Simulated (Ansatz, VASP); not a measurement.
**N: VASP beside Ansatz**

Contents of INCAR:

```
SYSTEM = N
  PREC = Accurate
  ENCUT = 520
  EDIFF = 1E-7
  ISMEAR = 0
  SIGMA = 0.15
  LREAL = .FALSE.
  LASPH = .TRUE.
  NELM = 80
  ALGO = Normal
  ISIF = 2
  LWAVE = .FALSE.
  LCHARG = .FALSE.
  NBANDS = 12
```

KPOINTS

```
Automatic mesh
0
G
  15 15 8
  0 0 0
```

File POSCAR:

```
N
1.0
    3.9193217816      0.0000000000      0.0000000000
   -1.9596608908      3.3942322285      0.0000000000
    0.0000000000      0.0000000000      5.4188000000
N
2
Direct
    0.3333333333      0.6666666667      0.2500000000
    0.6666666667      0.3333333333      0.7500000000
```

Input for Ansatz:

```yaml
crystal:
  lattice:
    - [3.9193217816, 0.0, 0.0]
    - [-1.9596608908, 3.3942322285, 0.0]
    - [0.0, 0.0, 5.4188]
  atoms:
    - { symbol: "N", position: [0.3333333333, 0.6666666667, 0.25] }
    - { symbol: "N", position: [0.6666666667, 0.3333333333, 0.75] }
basis:
  ecutwfc: 420
kpoints:
  mp_grid: { grid: [15, 15, 8] }
hamiltonian:
  xc: lda
scf:
  occupations: { method: gaussian, width: 0.15 }
output:
  forces: true
  stress: true
  eigenvalues: true
```

Change from the starting cell: strain +0.080 along x and y, -0.080 along z, atoms carried along.

Alike in both runs: task single point; functional LDA; k mesh 15 × 15 × 8; occupations gaussian, width 0.15 eV; no spin polarisation.

|  | VASP | Ansatz |
| --- | --- | --- |
| version | VASP 6.6.1 | Ansatz 0.2.0 |
| potentials or method | VASP PAW LDA potentials, release 64 (N), cutoff 520 eV | scalar-relativistic, plane waves, PAW |
| valence electrons in the cell | 10 | 10 |

```csv
,VASP,Ansatz,Ansatz less VASP
gap on the k mesh at the Fermi level (eV),none,none,-
pressure (GPa),-7.4,-7.3,+0.09
"traceless stress, the component that is largest in VASP (GPa)",-2.40,-2.38,+0.021
```

LDA's correlation is that of Perdew and Zunger in VASP and of Perdew and Wang (1992) in Ansatz. A gap of «none» marks a metal or a gap that the smearing closes.
